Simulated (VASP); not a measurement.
# HfC (Fm-3m) in VASP: vibrations by perturbation theory with PBEsol

Aim: the vibrations by perturbation theory of HfC with PBEsol.

Program: VASP 6.6.1. These are calculated values, not measurements. Logs are shortened: lines on timing, memory, paths and dates and some standing lists are left out, and cuts for length are marked.

### Step 1. The cell of the first run

Symmetry: Fm-3m, No. 225, cubic system. The conventional cell has a = 4.607 Å, b = 4.607 Å, c = 4.607 Å, α = 90.00°, β = 90.00°, γ = 90.00°. Hf (site symmetry m-3m) has 6 C at 2.30 Å within 3.0 Å. Within 3.0 Å of C (site symmetry m-3m) lie 6 Hf at 2.30 Å.

### Step 2. Vibrations by perturbation theory, PBEsol

Contents of INCAR:

```
  ALGO = Normal
  EDIFF = 1E-8
  ENCUT = 520
  GGA = PS
  IBRION = 8
  ISIF = 2
  ISMEAR = 1
  LASPH = True
  LCHARG = False
  LREAL = False
  LWAVE = False
  NBANDS = 14
  NELM = 80
  NSW = 1
  PREC = Accurate
  SIGMA = 0.2
```

Contents of KPOINTS:

```
k-points
0
Gamma
  12 12 12
```

Contents of POSCAR:

```
HfC
1.0
    0.0000000000      2.3035410416      2.3035410416
    2.3035410416      0.0000000000      2.3035410416
    2.3035410416      2.3035410416      0.0000000000
Hf C
1 1
Direct
    0.5000000000      0.5000000000      0.5000000000
    0.0000000000      0.0000000000      0.0000000000
```

Potentials or basis: VASP PAW PBE potentials, release 64 (Hf_pv, C).

Command:

```
cat potpaw_PBE.64/Hf_pv/POTCAR potpaw_PBE.64/C/POTCAR > POTCAR
mpirun -np 1 vasp_std > vasp.out
```

OUTCAR:

```text
EDIFF = 1E-8
   ENCUT = 520
   GGA = PS
   IBRION = 8
   ISIF = 2
   ISMEAR = 1
   LASPH = True
   LREAL = False
   NELM = 80
   NSW = 1
   PREC = Accurate

 ion  position               nearest neighbor table
   1  0.500  0.500  0.500-   2 2.30   2 2.30   2 2.30   2 2.30   2 2.30   2 2.30
   2  0.000  0.000  0.000-   1 2.30   1 2.30   1 2.30   1 2.30   1 2.30   1 2.30

  LATTYP: Found a face centered cubic cell.
 ALAT       =     4.6070820832

  Lattice vectors:

 A1 = (   0.0000000000,   2.3035410416,   2.3035410416)
 A2 = (   2.3035410416,   0.0000000000,   2.3035410416)
 A3 = (   2.3035410416,   2.3035410416,   0.0000000000)

Analysis of symmetry for initial positions (statically):
=====================================================================
 Subroutine PRICEL returns:
 Original cell was already a primitive cell.

 Routine SETGRP: Setting up the symmetry group for a
 face centered cubic supercell.

 Subroutine GETGRP returns: Found 48 space group operations
 (whereof 48 operations were pure point group operations)
 out of a pool of 48 trial point group operations.

The static configuration has the point symmetry O_h .

Analysis of symmetry for dynamics (positions and initial velocities):
=====================================================================
 Subroutine PRICEL returns:
 Original cell was already a primitive cell.

 Routine SETGRP: Setting up the symmetry group for a
 face centered cubic supercell.

 Subroutine GETGRP returns: Found 48 space group operations
 (whereof 48 operations were pure point group operations)
 out of a pool of 48 trial point group operations.

The dynamic configuration has the point symmetry O_h .

 Subroutine INISYM returns: Found 48 space group operations
 (whereof 48 operations are pure point group operations),
 and found     1 'primitive' translations

----------------------------------------------------------------------------------------

                                     Primitive cell

  volume of cell :      24.4466
[... 565 lines left out ...]

 VOLUME and BASIS-vectors are now :
 -----------------------------------------------------------------------------
  energy-cutoff  :      520.00
  volume of cell :       24.45
      direct lattice vectors                 reciprocal lattice vectors
     0.000000000  2.303541042  2.303541042    -0.217057127  0.217057127  0.217057127
     2.303541042  0.000000000  2.303541042     0.217057127 -0.217057127  0.217057127
     2.303541042  2.303541042  0.000000000     0.217057127  0.217057127 -0.217057127

 POSITION                                       TOTAL-FORCE (eV/Angst)
 -----------------------------------------------------------------------------------
      2.30354      2.30354      2.30354         0.000000      0.000000      0.000000
      0.00000      0.00000      0.00000        -0.000000      0.000000     -0.000000
 -----------------------------------------------------------------------------------
    total drift:                                0.000000     -0.000000      0.000000

  FREE ENERGIE OF THE ION-ELECTRON SYSTEM (eV)
  ---------------------------------------------------
  free  energy   TOTEN  =       -22.1955641486 eV

  energy  without entropy=      -22.1954289598  energy(sigma->0) =      -22.19551909

[... ionic steps 2 to 3 ...]

--------------------------------------- Ionic step        4  -------------------------------------------

------------------------ aborting loop because EDIFF is reached ----------------------------------------

[... ionic steps 5 to 6 ...]

--------------------------------------- Ionic step        7  -------------------------------------------

 Free energy of the ion-electron system (eV)
  ---------------------------------------------------
  ---------------------------------------------------
  free energy    TOTEN  =        -0.12009826 eV

  energy without entropy =       -0.12009826

------------------------ aborting loop because EDIFF is reached ----------------------------------------

 INTERNAL STRAIN TENSOR  FOR ION    2  DIRECTION 1   (eV/Angst):
 -----------------------------------------------------------------------------
     0.00251  0.00000 -0.00000
    -0.00000 -0.00563  0.00000
     0.00000  0.00000 -0.00563

 INTERNAL STRAIN TENSOR FOR ION    2 for displacements in x,y,z  (eV/Angst):
          X           Y           Z          XY          YZ          ZX
  --------------------------------------------------------------------------------
  x     0.00000     0.00000     0.00000     0.00000     0.00000     0.00000
  y     0.00000     0.00000     0.00000     0.00000     0.00000     0.00000
  z     0.00000     0.00000     0.00000     0.00000     0.00000     0.00000

 SECOND DERIVATIVES (NOT SYMMETRIZED)
 ------------------------------------
               1X          1Y          1Z          2X          2Y          2Z
  1X    -8.064505    0.000000    0.000000    8.064505    0.000000    0.000000
  1Y     0.000000   -8.064505    0.000000    0.000000    8.064505    0.000000
  1Z     0.000000    0.000000   -8.064505    0.000000    0.000000    8.064505
  2X     8.056851    0.000000    0.000000   -8.056851    0.000000    0.000000
  2Y     0.000000    8.056851    0.000000    0.000000   -8.056851    0.000000
  2Z     0.000000    0.000000    8.056851    0.000000    0.000000   -8.056851

 Eigenvectors and eigenvalues of the dynamical matrix
 ----------------------------------------------------

   1 f  =   13.228132 THz    83.114803 2PiTHz  441.242980 cm-1    54.707133 meV
             X         Y         Z           dx          dy          dz
      2.303541  2.303541  2.303541     0.251208    0.000000    0.000000
      0.000000  0.000000  0.000000    -0.967933    0.000000    0.000000
[... 21 lines left out ...]
   6 f/i=    0.001527 THz     0.009594 2PiTHz    0.050934 cm-1     0.006315 meV
             X         Y         Z           dx          dy          dz
      2.303541  2.303541  2.303541     0.039170    0.161935    0.953487
      0.000000  0.000000  0.000000     0.010166    0.042027    0.247459

--------------------------------------------------------------------------------------------------------

 ELASTIC MODULI CONTR FROM IONIC RELAXATION (kBar)
 Direction    XX          YY          ZZ          XY          YZ          ZX
 --------------------------------------------------------------------------------
 XX           0.0000      0.0000      0.0000      0.0000      0.0000      0.0000
 YY           0.0000      0.0000      0.0000      0.0000      0.0000      0.0000
 ZZ           0.0000      0.0000      0.0000      0.0000      0.0000      0.0000
 XY           0.0000      0.0000      0.0000      0.0000      0.0000      0.0000
 YZ           0.0000      0.0000      0.0000      0.0000      0.0000      0.0000
 ZX           0.0000      0.0000      0.0000      0.0000      0.0000      0.0000
 --------------------------------------------------------------------------------
```

OSZICAR:

```text
N       E                     dE             d eps       ncg     rms          rms(c)
DAV:   1     0.223594538869E+02    0.22359E+02   -0.77246E+03  2016   0.983E+02
DAV:   2    -0.235866732343E+02   -0.45946E+02   -0.43146E+02  2542   0.203E+02
DAV:   3    -0.250686607881E+02   -0.14820E+01   -0.14767E+01  2472   0.261E+01
[... 44 lines left out ...]
RMM:   6    -0.120109616635E+00   -0.63568E-06   -0.34014E-07  8010   0.394E-03    0.197E-03
RMM:   7    -0.120097266071E+00    0.12351E-04   -0.73841E-08  7632   0.179E-03    0.155E-03
RMM:   8    -0.120098777949E+00   -0.15119E-05   -0.55915E-09  8161   0.490E-04    0.137E-04
RMM:   9    -0.120098257694E+00    0.52025E-06   -0.22066E-09  8112   0.981E-05    0.101E-04
RMM:  10    -0.120098260863E+00   -0.31693E-08   -0.11033E-08  8548   0.220E-05    0.858E-05
 Linear response finished
```

It took 3.6 min on 1 thread of Intel Xeon 8259CL, shared host; peak memory 0.27 GiB.

What came out:

| Item | Value |
| --- | --- |
| Highest phonon frequency at Γ, LO-TO splitting left out | 441 cm⁻¹ |

Phonon frequencies in cm⁻¹ (negative: imaginary):
```tsv
q point	frequencies
(0.000, 0.000, 0.000)	0 0 0 441 441 441
```

Caveat: spin-orbit coupling is left out, which moves the levels of the heavy elements.
